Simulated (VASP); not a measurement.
# Al2Cu (P4/mmm) in VASP: a series of runs, part 2 of 2

VASP 6.6.1. Earlier steps stand in the parts before.

**5. Single point, LDA**

This run uses another cell than the first one, of 18.06 Å³/atom, 1.045 times its volume.

Contents of INCAR:

```
SYSTEM = Al2Cu
ALGO = Fast
EDIFF = 1E-7
ENCUT = 520
GGA = CA
ISIF = 2
ISMEAR = 0
LASPH = .True.
LCHARG = .False.
LREAL = .False.
LWAVE = .False.
NBANDS = 16
NELM = 100
PREC = Accurate
SIGMA = 0.15
```

Contents of KPOINTS:

```
k-points
0
Gamma
  10 10 14
  0 0 0
```

Contents of POSCAR:

```
Al2Cu
1.0
    4.3252000000      0.0000000000      0.0000000000
    0.0000000000      4.3252000000      0.0000000000
    0.0000000000      0.0000000000      2.8966000000
Al Cu
2 1
Direct
    0.5000000000      0.0000000000      0.5000000000
    0.0000000000      0.5000000000      0.5000000000
    0.0000000000      0.0000000000      0.0000000000
```

Potentials or basis: VASP PAW LDA potentials, release 64 (Al, Cu).

Run with:

```sh
$ cat potpaw_LDA.64/Al/POTCAR potpaw_LDA.64/Cu/POTCAR > POTCAR
$ mpirun -np 1 vasp_std > vasp.out
```

OUTCAR:

```text
SYSTEM = Al2Cu
   EDIFF = 1E-7
   ENCUT = 520
   GGA = CA
   ISIF = 2
   ISMEAR = 0
   LASPH = .True.
   LREAL = .False.
   NELM = 100
   PREC = Accurate

 ion  position               nearest neighbor table
   1  0.500  0.000  0.500-   3 2.60   3 2.60   3 2.60   3 2.60   2 3.06   2 3.06   2 3.06   2 3.06

   2  0.000  0.500  0.500-   3 2.60   3 2.60   3 2.60   3 2.60   1 3.06   1 3.06   1 3.06   1 3.06

   3  0.000  0.000  0.000-   1 2.60   2 2.60   1 2.60   2 2.60   2 2.60   2 2.60   1 2.60   1 2.60

  LATTYP: Found a simple tetragonal cell.
 ALAT       =     4.3252000000
 C/A-ratio  =     0.6697031351

  Lattice vectors:

 A1 = (   4.3252000000,   0.0000000000,   0.0000000000)
 A2 = (   0.0000000000,   4.3252000000,   0.0000000000)
 A3 = (   0.0000000000,   0.0000000000,   2.8966000000)

Analysis of symmetry for initial positions (statically):
=====================================================================
 Subroutine PRICEL returns:
 Original cell was already a primitive cell.

 Routine SETGRP: Setting up the symmetry group for a
 simple tetragonal supercell.

 Subroutine GETGRP returns: Found 16 space group operations
 (whereof 16 operations were pure point group operations)
 out of a pool of 16 trial point group operations.

The static configuration has the point symmetry D_4h.

Analysis of symmetry for dynamics (positions and initial velocities):
=====================================================================
 Subroutine PRICEL returns:
 Original cell was already a primitive cell.

 Routine SETGRP: Setting up the symmetry group for a
 simple tetragonal supercell.

 Subroutine GETGRP returns: Found 16 space group operations
 (whereof 16 operations were pure point group operations)
 out of a pool of 16 trial point group operations.

[... 112 lines left out ...]
   PSTRESS=    0.0 pullay stress
   NELECT =      17.0000    total number of electrons
   NUPDOWN=      -1.0000    fix difference up-down
   EMIN   =  10.00;   EMAX   =-10.00  energy-range for DOS
   EFERMI =   0.00;   METHOD = LEGACY
   ISMEAR =     0;   SIGMA  =   0.15  broadening in eV -4-tet -1-fermi 0-gaus
   EFERMI_NEDOS =   21; number of points for ismear=-14 and -15
   IALGO  =     68    algorithm
   IMIX   =      4    mixing-type and parameters
     AMIX     =   0.40;   BMIX     =  1.00
     AMIX_MAG =   1.60;   BMIX_MAG =  1.00
  volume/ion in A,a.u.               =      18.06       121.89
  Fermi-wavevector in a.u.,A,eV,Ry     =   1.112391  2.102114 16.836039  1.237414
  Thomas-Fermi vector in A             =   2.248965
   LORBIT       =      0    0 simple, 1 ext, 2 COOP (PROOUT), +10 PAW based schemes
   GGA     = CA    functional components
   LHFCALC =     F    Hartree Fock is set to
   AEXX    =    0.0000 exact exchange contribution
   IVDW    =     0    specifies the selected vdW correction
   LEPSILON=     F    determine dielectric tensor
   LRPA    =     F    only Hartree local field effects (RPA)
 non-spin polarized calculation
 RMM-DIIS sequential band-by-band and
 Gauss-broadening in eV      SIGMA  =   0.15
  energy-cutoff  :      520.00
  volume of cell :       54.19
 maximum number of plane-waves:      1480
   NGX = 17   NGY = 17   NGZ = 11

 number of electron      16.9999987 magnetization

 Free energy of the ion-electron system (eV)
  ---------------------------------------------------
  ext. energy  EPLUGINS =         0.00000000
  ---------------------------------------------------
  free energy    TOTEN  =       -12.90638950 eV

  energy without entropy =      -12.89474629  energy(sigma->0) =      -12.90056790

 E-fermi :   5.9179     XC(G=0): -10.1448

 val. band max:        5.9107979358   @ k =   0.2000   0.1000   0.5000
 cond. band min:       5.9200385238   @ k =   0.0000   0.0000   0.2857
 fundamental gap:      0.0092405881
 Fermi energy:         5.9179327420

 k-point     1 :       0.0000    0.0000    0.0000
  band No.  band energies     occupation
      1      -3.9212      2.00000
      2       0.7488      2.00000
      3       1.4356      2.00000
      4       1.9943      2.00000
      5       2.2367      2.00000
      6       2.2367      2.00000
[... 433 lines left out ...]
      3       1.4019      2.00000
      4       1.9303      2.00000
      5       2.0713      2.00000
      6       2.1571      2.00000
[... 8 lines left out ...]
     15      15.2780      0.00000
     16      15.6804      0.00000

 [... further k-points ...]
[... 5 lines left out ...]
  --------------------------------------------------------------------------------------
  -------------------------------------------------------------------------------------
  Total       -3.8054492     -3.8054492     -3.4999704      0.0000000      0.0000000      0.0000000
  in kB     -112.5163410   -112.5163410   -103.4841971      0.0000000      0.0000000      0.0000000
  external PRESSURE =    -109.5056264 kB  Pullay stress =       0.0000000 kB

 VOLUME and BASIS-vectors are now :
 -----------------------------------------------------------------------------
  energy-cutoff  :      520.00
  volume of cell :       54.19
      direct lattice vectors                 reciprocal lattice vectors
     4.325200000  0.000000000  0.000000000     0.231203181  0.000000000  0.000000000
     0.000000000  4.325200000  0.000000000     0.000000000  0.231203181  0.000000000
     0.000000000  0.000000000  2.896600000     0.000000000  0.000000000  0.345232341

 POSITION                                       TOTAL-FORCE (eV/Angst)
 -----------------------------------------------------------------------------------
      2.16260      0.00000      1.44830         0.000000      0.000000      0.000000
      0.00000      2.16260      1.44830         0.000000      0.000000      0.000000
      0.00000      0.00000      0.00000         0.000000      0.000000      0.000000
 -----------------------------------------------------------------------------------
    total drift:                                0.000000      0.000000      0.000000

  FREE ENERGIE OF THE ION-ELECTRON SYSTEM (eV)
  ---------------------------------------------------
  free  energy   TOTEN  =       -12.9063895015 eV

  energy  without entropy=      -12.8947462932  energy(sigma->0) =      -12.90056790
```

stdout:

```text
POSCAR found type information on POSCAR AlCu
 POSCAR found :  2 types and       3 ions
 scaLAPACK will be used
 LDA part: xc-table for (Slater(with rela. corr.)+CA(PZ))
 , standard interpolation
 POSCAR, INCAR and KPOINTS ok, starting setup
 FFT: planning ... GRIDC
 FFT: planning ... GRID_SOFT
 FFT: planning ... GRID
 WAVECAR not read
 entering main loop
WARNING in EDDRMM: call to ZHEGV failed, returncode =   8  4     15
```

Wall time 65 s (1 thread of Intel Xeon 6975P-C (Granite Rapids), shared host); peak memory 0.24 GiB.

What came out:

```
Free energy : -12.9064 eV
Pressure    : -11.0 GPa
```

Stress tensor (GPa, compression positive):
```
-11.25   0.00   0.00
  0.00 -11.25   0.00
  0.00   0.00 -10.35
```

**6. The runs side by side**

| cell | further INCAR settings | gap on the mesh (eV) | pressure (GPa) |
| --- | --- | --- | --- |
| a = 4.231, b = 4.231, c = 2.897 Å, 3 atoms | ALGO = Fast; EDIFF = 1e-07; NBANDS = 16 | none | -9.0 |
| a = 4.325, b = 4.325, c = 2.821 Å, 3 atoms | ALGO = Fast; EDIFF = 1e-06; NBANDS = 16 | none | -9.5 |
| a = 4.231, b = 4.231, c = 2.972 Å, 3 atoms | ALGO = Fast; EDIFF = 1e-07; NBANDS = 16 | none | -10.1 |
| a = 4.325, b = 4.325, c = 2.897 Å, 3 atoms | ALGO = Fast; EDIFF = 1e-07; NBANDS = 16 | none | -11.0 |

Alike in all rows: task single point; level LDA; potentials or basis VASP PAW LDA potentials, release 64 (Al, Cu); no spin polarisation; k mesh 10 × 10 × 14; cutoff (eV) 520; smearing gaussian 0.15 eV.

Total energies depend on the potentials used, so only differences within one code and one set of settings carry meaning.
